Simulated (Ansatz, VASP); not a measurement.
**As: VASP beside Ansatz**

INCAR

```
SYSTEM = As
PREC     = Accurate       ! precision mode
ENCUT    = 400            ! plane-wave cutoff, eV
EDIFF    = 1E-6           ! SCF threshold, eV
ISMEAR   = 0              ! smearing method
SIGMA    = 0.05           ! smearing width, eV
LREAL    = .False.        ! projectors in reciprocal space
LASPH    = .True.         ! aspherical terms in the spheres
NELM     = 120            ! most SCF steps
ALGO     = Normal         ! electronic algorithm
ISIF     = 2              ! what is computed and relaxed
LWAVE    = .False.        ! write WAVECAR
LCHARG   = .True.         ! write CHGCAR
LDIPOL   = .True.       
IDIPOL   = 3            
DIPOL    = 0.5 0.5 0.255
GGA      = PE             ! functional
IVDW     = 12             ! dispersion correction
LELF     = .True.         ! ELF
LVHAR    = .True.       
LVACPOTAV= .True.       
NBANDS   = 12             ! bands
GGA_COMPAT= .False.      
NELMDL   = -8
```

The input KPOINTS:

```
Automatic mesh
0
Gamma
  9 9 1
  0 0 0
```

File POSCAR:

```
As
1.0
    3.5713387681      0.0000000000      0.0000000000
   -1.7856693841      3.0928700987      0.0000000000
    0.0000000000      0.0000000000     18.3976402524
As
2
Direct
    0.3333333333      0.6666666667      0.2933876398
    0.6666666667      0.3333333333      0.2174191877
```

Input for Ansatz:

```yaml
crystal:
  lattice:
    - [3.5713387681, 0.0, 0.0]
    - [-1.7856693841, 3.0928700987, 0.0]
    - [0.0, 0.0, 18.3976402524]
  atoms:
    - { symbol: As, position: [0.3333333333, 0.6666666667, 0.2933876398] }
    - { symbol: As, position: [0.6666666667, 0.3333333333, 0.2174191877] }
basis:
  ecutwfc: 420
kpoints:
  mp_grid: { grid: [9, 9, 1] }
hamiltonian:
  xc: pbe
  dispersion: d3bj
scf:
  occupations: { method: gaussian, width: 0.05 }
output:
  forces: true
  eigenvalues: true
efield:
  axis: 3
  dipole_correction: true
  ramp_width: 0.04
```

Alike in both runs: task single point; functional PBE; dispersion D3(BJ); k mesh 9 × 9 × 1; occupations gaussian, width 0.05 eV; no spin polarisation.

```csv
,VASP,Ansatz
version,VASP 6.6.1,Ansatz 0.2.0
potentials or method,"VASP PAW PBE potentials, release 64 (As), cutoff 400 eV","scalar-relativistic, plane waves, PAW"
valence electrons in the cell,10,30
```

|  | VASP | Ansatz | Ansatz less VASP |
| --- | --- | --- | --- |
| gap on the k mesh at the Fermi level (eV) | 1.55 | 1.55 | -0.003 |
| least direct gap on the mesh (eV) | 2.03 | 2.05 | +0.013 |
| rms of the force components (eV/Å) | 0.053 | 0.000 | -0.0532 |

Atom by atom the forces differ by 0.053 eV/Å (rms over components). VASP's potentials hold 10 valence electrons a cell and Ansatz's 30, so a difference there can come from the potentials and not from the codes.
